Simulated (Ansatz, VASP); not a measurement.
## Os: VASP beside Ansatz

The input INCAR:

```
ALGO = Normal ; EDIFF = 1E-6
EDIFFG = -0.01 ; ENCUT = 600
GGA = RE ; IBRION = 2
ISIF = 3 ; ISMEAR = -1
LASPH = True ; LCHARG = False
LREAL = False ; LWAVE = False
NELM = 60 ; NSW = 80
PREC = Accurate ; SIGMA = 0.1
```

Contents of KPOINTS:

```
k-points
0
Gamma
  9 9 12
```

POSCAR

```
Os
1.0
    4.2920416892      0.0000000000      0.0000000000
   -2.1460208446      3.7170171370      0.0000000000
    0.0000000000      0.0000000000      2.6310215555
Os
3
Direct
    0.0000000000      0.0000000000      0.0000000000
    0.3333333333      0.6666666667      0.5000000000
    0.6666666667      0.3333333333      0.5000000000
```

Input for Ansatz:

```yaml
crystal:
  lattice:
    - [4.2920416892, 0.0, 0.0]
    - [-2.1460208446, 3.717017137, 0.0]
    - [0.0, 0.0, 2.6310215555]
  atoms:
    - { symbol: Os, position: [0.0, 0.0, 0.0] }
    - { symbol: Os, position: [0.3333333333, 0.6666666667, 0.5] }
    - { symbol: Os, position: [0.6666666667, 0.3333333333, 0.5] }
hamiltonian:
  xc: revpbe
  pseudopotentials:
    kind: paw
    azcp:
      Os: "pseudopotentials/Os.paw.azcp"
basis:
  ecutwfc: 420
  fft_grid_basis: typed
kpoints:
  mp_grid: { grid: [9, 9, 12], shift: [0, 0, 0] }
magnetization:
  spin_polarized: false
scf:
  occupations: { method: fermi_dirac, width: 0.1 }
relax:
  max_steps: 60
  f_tol: 0.01
  cell: {}
```

Alike in both runs: task relaxation of cell and atoms; functional revPBE; k mesh 9 × 9 × 12; occupations fermi-dirac, width 0.1 eV; no spin polarisation.

|  | VASP | Ansatz |
| --- | --- | --- |
| version | VASP 6.6.1 | Ansatz 0.2.0 |
| potentials or method | VASP PAW PBE potentials, release 64 (Os), cutoff 600 eV | plane waves (420 eV) with PAW, scalar-relativistic |
| valence electrons in the cell | 24 | 48 |

```tsv
	VASP	Ansatz	Ansatz less VASP
relaxed volume (Å³/atom)	14.78	14.80	+0.015
relaxed length of the cell vector where the two differ most in proportion (Å)	4.332	4.334	+0.0018
```

VASP's potentials were made for PBE, not for revPBE. VASP's potentials hold 24 valence electrons a cell and Ansatz's 48, so a difference there can come from the potentials and not from the codes.

Spin-orbit coupling is off throughout.
